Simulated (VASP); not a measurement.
Input of a VASP 6.6.1 run:

INCAR

```
SYSTEM = Ta2N
PREC = Accurate
ENCUT = 520
EDIFF = 1E-6
ISMEAR = 0
SIGMA = 0.1
LREAL = .False.
LASPH = .True.
NELM = 60
ALGO = Normal
ISIF = 2
LWAVE = .False.
LCHARG = .False.
GGA = PE
NBANDS = 20
```

KPOINTS

```
regular mesh
0
Gamma
  14 14 8
  0 0 0
```

File POSCAR:

```
Ta2N
1.0
    3.1452041370      0.0286071972     -0.0732145026
   -1.5478275090      2.7469410261      0.0217802570
   -0.1145386603     -0.0267841255      5.2464258045
Ta N
2 1
Direct
    0.6530921638      0.2401946732      0.7161346920
    0.3469078362      0.7598053268      0.2838653080
    0.0000000000      0.0000000000      0.0000000000
```

Potentials or basis: VASP PAW PBE potentials, release 64 (Ta_pv, N).

The run is started by

```sh
$ cat potpaw_PBE.64/Ta_pv/POTCAR potpaw_PBE.64/N/POTCAR > POTCAR
$ mpirun -np 1 vasp_std > vasp.out
```

Problem. Predict the largest force.

Solution. 2.950 eV/Å.

Problem. What does it give for the pressure?

Solution. -16.7 GPa.

Problem. Estimate the band gap on the k mesh.

Solution. Zero (an odd number of electrons rules out a gap without spin polarisation).

Stress tensor (GPa, compression positive):
```
-21.15  -1.90   5.15
 -1.90 -11.22   6.70
  5.15   6.70 -17.79
```

Caveat: the cell differs from its parent crystal (strained and its atoms moved); the cell stands under tension; spin-orbit coupling is left out, which moves the levels of the heavy elements; forces of over 1 eV/Å act on the atoms, so gaps and moduli don't describe the material at rest.
